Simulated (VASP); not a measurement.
# Rb2AgS2 (I4/mmm) in VASP: single point with PBE

Aim: the single point of Rb2AgS2 with PBE.

Everything below comes from runs of VASP 6.6.1. Logs are shortened: lines on timing, memory, paths and dates and some standing lists are left out, and cuts for length are marked.

## (1) The cell of the first run

Symmetry: I4/mmm, No. 139, tetragonal system. The conventional cell has a = 5.295 Å, b = 5.295 Å, c = 12.227 Å, α = 90.00°, β = 90.00°, γ = 90.00°. Within 4.1 Å of Rb (site symmetry -4m2) lie 2 S at 3.06 Å and 4 Rb at 3.74 Å and 4 Ag at 4.04 Å. Ag (site symmetry 4/mmm) has 4 S at 2.65 Å within 3.5 Å. Within 3.5 Å of S (site symmetry mmm) lie 2 Ag at 2.65 Å and 2 Rb at 3.06 Å.

The cell was generated, and may not be a known phase.

## (2) Single point, PBE

Input file INCAR:

```
ALGO = Normal
EDIFF = 1E-6
ENCUT = 520
GGA = PE
ISIF = 2
ISMEAR = 0
LASPH = True
LCHARG = False
LREAL = False
LWAVE = False
NBANDS = 28
NELM = 60
PREC = Accurate
SIGMA = 0.1
```

Input file KPOINTS:

```
k-points
0
Gamma
  10 10 10
```

Input file POSCAR:

```
Rb2AgS2
1.0
   -2.6473178582      2.6473178582      6.1137092189
    2.6473178582     -2.6473178582      6.1137092189
    2.6473178582      2.6473178582     -6.1137092189
Rb Ag S
2 1 2
Direct
    0.7500000000      0.2500000000      0.5000000000
    0.2500000000      0.7500000000      0.5000000000
    0.5000000000      0.5000000000      0.0000000000
    0.5000000000      0.0000000000      0.5000000000
    0.0000000000      0.5000000000      0.5000000000
```

Potentials or basis: VASP PAW PBE potentials, release 64 (Rb_sv, Ag, S).

Command:

```
cat potpaw_PBE.64/Rb_sv/POTCAR potpaw_PBE.64/Ag/POTCAR potpaw_PBE.64/S/POTCAR > POTCAR
mpirun -np 1 vasp_std > vasp.out
```

OUTCAR:

```text
EDIFF = 1E-6
   ENCUT = 520
   GGA = PE
   ISIF = 2
   ISMEAR = 0
   LASPH = True
   LREAL = False
   NELM = 60
   PREC = Accurate

 ion  position               nearest neighbor table
   1  0.750  0.250  0.500-   4 3.06   5 3.06   2 3.74   2 3.74   2 3.74   2 3.74   3 4.04   3 4.04
                             3 4.04   3 4.04
   2  0.250  0.750  0.500-   4 3.06   5 3.06   1 3.74   1 3.74   1 3.74   1 3.74   3 4.04   3 4.04
                             3 4.04   3 4.04
   3  0.500  0.500  0.000-   4 2.65   5 2.65   4 2.65   5 2.65   2 4.04   1 4.04   1 4.04   2 4.04
                             2 4.04   1 4.04   1 4.04   2 4.04
   4  0.500  0.000  0.500-   3 2.65   3 2.65   1 3.06   2 3.06
   5  0.000  0.500  0.500-   3 2.65   3 2.65   1 3.06   2 3.06

  LATTYP: Found a body centered tetragonal cell.
 ALAT       =     5.2946357164
 C/A-ratio  =     2.3093974907

  Lattice vectors:

 A1 = (  -2.6473178582,   2.6473178582,   6.1137092189)
 A2 = (   2.6473178582,  -2.6473178582,   6.1137092189)
 A3 = (   2.6473178582,   2.6473178582,  -6.1137092189)

Analysis of symmetry for initial positions (statically):
=====================================================================
 Subroutine PRICEL returns:
 Original cell was already a primitive cell.

 Routine SETGRP: Setting up the symmetry group for a
 body centered tetragonal supercell.

 Subroutine GETGRP returns: Found 16 space group operations
 (whereof 16 operations were pure point group operations)
 out of a pool of 16 trial point group operations.

The static configuration has the point symmetry D_4h.

Analysis of symmetry for dynamics (positions and initial velocities):
=====================================================================
 Subroutine PRICEL returns:
 Original cell was already a primitive cell.

 Routine SETGRP: Setting up the symmetry group for a
 body centered tetragonal supercell.

 Subroutine GETGRP returns: Found 16 space group operations
 (whereof 16 operations were pure point group operations)
 out of a pool of 16 trial point group operations.

The dynamic configuration has the point symmetry D_4h.

 Subroutine INISYM returns: Found 16 space group operations
 (whereof 16 operations are pure point group operations),
 and found     1 'primitive' translations

----------------------------------------------------------------------------------------

                                     Primitive cell

  volume of cell :     171.3866

  direct lattice vectors                    reciprocal lattice vectors
    -2.647317858  2.647317858  6.113709219     0.000000000  0.188870406  0.081783412
     2.647317858 -2.647317858  6.113709219     0.188870406  0.000000000  0.081783412
     2.647317858  2.647317858 -6.113709219     0.188870406  0.188870406  0.000000000

  length of vectors
     7.168962554  7.168962554  7.168962554     0.205816804  0.205816804  0.267103090

  position of ions in fractional coordinates (direct lattice)
     0.750000000  0.250000000  0.500000000
     0.250000000  0.750000000  0.500000000
     0.500000000  0.500000000  0.000000000
     0.500000000  0.000000000  0.500000000
     0.000000000  0.500000000  0.500000000

  ion indices of the primitive-cell ions
   primitive index   ion index
                 1           1
                 2           2
                 3           3
                 4           4
                 5           5

----------------------------------------------------------------------------------------

 KPOINTS: k-points

Automatic generation of k-mesh.
 Grid dimensions read from file:
 generate k-points for:   10   10   10

 Generating k-lattice:

  Cartesian coordinates                     Fractional coordinates (reciprocal lattice)
     0.000000000  0.018887041  0.008178341     0.100000000 -0.000000000  0.000000000
     0.018887041  0.000000000  0.008178341    -0.000000000  0.100000000  0.000000000
     0.018887041  0.018887041  0.000000000     0.000000000  0.000000000  0.100000000

  Length of vectors
     0.020581680  0.020581680  0.026710309

  Shift w.r.t. Gamma in fractional coordinates (k-lattice)
     0.000000000  0.000000000  0.000000000

 Subroutine IBZKPT returns following result:
 ===========================================

 Found    102 irreducible k-points:

 Following reciprocal coordinates:
            Coordinates               Weight
  0.000000  0.000000  0.000000      1.000000
  0.100000 -0.000000  0.000000      8.000000
  0.200000 -0.000000  0.000000      8.000000
  0.300000  0.000000  0.000000      8.000000
  0.400000 -0.000000  0.000000      8.000000
  0.500000  0.000000  0.000000      4.000000
[... 16 lines left out ...]
  0.300000  0.300000  0.000000      8.000000
  0.400000  0.300000  0.000000     16.000000
 [... further k-points ...]
   k-points           NKPTS =    102   k-points in BZ     NKDIM =    102   number of bands    NBANDS=     28
   number of dos      NEDOS =    301   number of ions     NIONS =      5
   total plane-waves  NPLWV = 157464
   dimension x,y,z NGX =    54 NGY =   54 NGZ =   54
   dimension x,y,z NGXF=   108 NGYF=  108 NGZF=  108
   ions per type =               2   1   2
   NGX,Y,Z   is equivalent  to a cutoff of  12.52, 12.52, 12.52 a.u.
   NGXF,Y,Z  is equivalent  to a cutoff of  25.04, 25.04, 25.04 a.u.
 SYSTEM =  unknown system
   PREC   = accura    normal or accurate (medium, high low for compatibility)
   ISTART =      0    job   : 0-new  1-cont  2-samecut
   ICHARG =      2    charge: 1-file 2-atom 10-const
   ISPIN  =      1    spin polarized calculation?
   LNONCOLLINEAR =      F non collinear calculations
   LSORBIT =      F    spin-orbit coupling
   LASPH  =      T    aspherical Exc in radial PAW
   ENCUT  =  520.0 eV  38.22 Ry    6.18 a.u.  13.33 13.33 13.33*2*pi/ulx,y,z
   NELM   =     60;   NELMIN=  2; NELMDL= -5     # of ELM steps
   EDIFF  = 0.1E-05   stopping-criterion for ELM
   LREAL  =      F    real-space projection
   EDIFFG = 0.1E-04   stopping-criterion for IOM
   NSW    =      0    number of steps for IOM
   IBRION =     -1    ionic relax: 0-MD 1-quasi-New 2-CG
   NFREE  =      0    steps in history (QN), initial steepest desc. (CG)
   ISIF   =      2    stress and relaxation
   ISYM   =      2    0-nonsym 1-usesym 2-fastsym
   POTIM  = 0.5000    time-step for ionic-motion
   TEBEG  =    0.0;   TEEND  =   0.0 temperature during run
   PSTRESS=    0.0 pullay stress
   NELECT =      41.0000    total number of electrons
   NUPDOWN=      -1.0000    fix difference up-down
   EMIN   =  10.00;   EMAX   =-10.00  energy-range for DOS
   EFERMI =   0.00;   METHOD = LEGACY
   ISMEAR =     0;   SIGMA  =   0.10  broadening in eV -4-tet -1-fermi 0-gaus
   EFERMI_NEDOS =   21; number of points for ismear=-14 and -15
   IALGO  =     38    algorithm
   IMIX   =      4    mixing-type and parameters
     AMIX     =   0.40;   BMIX     =  1.00
     AMIX_MAG =   1.60;   BMIX_MAG =  1.00
  volume/ion in A,a.u.               =      34.28       231.31
  Fermi-wavevector in a.u.,A,eV,Ry     =   1.016273  1.920478 14.052249  1.032811
  Thomas-Fermi vector in A             =   2.149607
   LORBIT       =      0    0 simple, 1 ext, 2 COOP (PROOUT), +10 PAW based schemes
   GGA     = PE    functional components
   LHFCALC =     F    Hartree Fock is set to
   AEXX    =    0.0000 exact exchange contribution
   IVDW    =     0    specifies the selected vdW correction
   LEPSILON=     F    determine dielectric tensor
   LRPA    =     F    only Hartree local field effects (RPA)
 non-spin polarized calculation
 Gauss-broadening in eV      SIGMA  =   0.10
  energy-cutoff  :      520.00
  volume of cell :      171.39
 maximum number of plane-waves:      4639
 NGX is ok and might be reduce to    54
   NGX = 27   NGY = 27   NGZ = 27

 number of electron      40.9999999 magnetization

 Free energy of the ion-electron system (eV)
  ---------------------------------------------------
  ext. energy  EPLUGINS =         0.00000000
  ---------------------------------------------------
  free energy    TOTEN  =       -13.66188436 eV

  energy without entropy =      -13.64853649  energy(sigma->0) =      -13.65521042

 E-fermi :   1.8216     XC(G=0):  -7.7428

 val. band max:        1.8182999318   @ k =   0.3000   0.1000   0.1000
 cond. band min:       1.8277064794   @ k =  -0.4000   0.2000  -0.0000
 fundamental gap:      0.0094065476
 Fermi energy:         1.8215520206

 k-point     1 :       0.0000    0.0000    0.0000
  band No.  band energies     occupation
      1     -26.3559      2.00000
      2     -26.2407      2.00000
      3     -10.8733      2.00000
      4     -10.8733      2.00000
      5     -10.4789      2.00000
      6     -10.3034      2.00000
[... 20 lines left out ...]
     27       7.0738      0.00000
     28       7.1478      0.00000

 k-point     2 :       0.1000   -0.0000    0.0000
  band No.  band energies     occupation
      1     -26.3530      2.00000
      2     -26.2435      2.00000
      3     -10.8626      2.00000
      4     -10.8599      2.00000
      5     -10.4787      2.00000
      6     -10.3277      2.00000
[... 20 lines left out ...]
     27       7.0372      0.00000
     28       7.0374      0.00000

 k-point     3 :       0.2000   -0.0000    0.0000
  band No.  band energies     occupation
      1     -26.3448      2.00000
      2     -26.2516      2.00000
      3     -10.8305      2.00000
      4     -10.8206      2.00000
      5     -10.4784      2.00000
      6     -10.3797      2.00000
[... 20 lines left out ...]
     27       6.9311      0.00000
     28       6.9674      0.00000

 k-point     4 :       0.3000    0.0000    0.0000
  band No.  band energies     occupation
      1     -26.3320      2.00000
      2     -26.2643      2.00000
      3     -10.7780      2.00000
      4     -10.7586      2.00000
      5     -10.4793      2.00000
      6     -10.4425      2.00000
[... 578 lines left out ...]
     27       6.7495      0.00000
     28       6.8915      0.00000

 k-point    23 :       0.3000    0.3000    0.0000
  band No.  band energies     occupation
      1     -26.3174      2.00000
      2     -26.2779      2.00000
      3     -10.9508      2.00000
      4     -10.7591      2.00000
      5     -10.5721      2.00000
      6     -10.4547      2.00000
[... 20 lines left out ...]
     27       6.0683      0.00000
     28       7.0369      0.00000

 k-point    24 :       0.4000    0.3000    0.0000
  band No.  band energies     occupation
      1     -26.3078      2.00000
      2     -26.2872      2.00000
      3     -10.9515      2.00000
      4     -10.8502      2.00000
      5     -10.5861      2.00000
      6     -10.3615      2.00000
[... 20 lines left out ...]
     27       6.2005      0.00000
     28       7.3738      0.00000

 [... further k-points ...]

------------------------ aborting loop because EDIFF is reached ----------------------------------------

  FORCE on cell =-STRESS in cart. coord.  units (eV):
  Direction    XX          YY          ZZ          XY          YZ          ZX
  --------------------------------------------------------------------------------------
  -------------------------------------------------------------------------------------
  Total        0.0221215      0.0221215      0.1002472      0.0000000     -0.0000000      0.0000000
  in kB        0.2067990      0.2067990      0.9371426      0.0000000     -0.0000000      0.0000000
  external PRESSURE =       0.4502469 kB  Pullay stress =       0.0000000 kB

 VOLUME and BASIS-vectors are now :
 -----------------------------------------------------------------------------
  energy-cutoff  :      520.00
  volume of cell :      171.39
      direct lattice vectors                 reciprocal lattice vectors
    -2.647317858  2.647317858  6.113709219     0.000000000  0.188870406  0.081783412
     2.647317858 -2.647317858  6.113709219     0.188870406  0.000000000  0.081783412
     2.647317858  2.647317858 -6.113709219     0.188870406  0.188870406  0.000000000

 POSITION                                       TOTAL-FORCE (eV/Angst)
 -----------------------------------------------------------------------------------
      0.00000      2.64732      3.05685        -0.000000     -0.000000      0.000000
      2.64732      0.00000      3.05685         0.000000      0.000000     -0.000000
      0.00000      0.00000      6.11371        -0.000000     -0.000000      0.000000
      0.00000      2.64732      0.00000        -0.000000     -0.000000      0.000000
      2.64732      0.00000      0.00000        -0.000000     -0.000000      0.000000
 -----------------------------------------------------------------------------------
    total drift:                                0.000000      0.000000      0.000000

  FREE ENERGIE OF THE ION-ELECTRON SYSTEM (eV)
  ---------------------------------------------------
  free  energy   TOTEN  =       -13.6618843584 eV

  energy  without entropy=      -13.6485364870  energy(sigma->0) =      -13.65521042
```

Run time: 17 min. Hardware: 1 thread of Oxide Virtual Turin-like, shared host; peak memory 0.68 GiB.

Results:

```yaml
Free_energy: -13.6619 eV
Pressure: 0.0 GPa
Band_gap_on_the_k_mesh: zero (an odd number of electrons rules out a gap without spin polarisation)
```
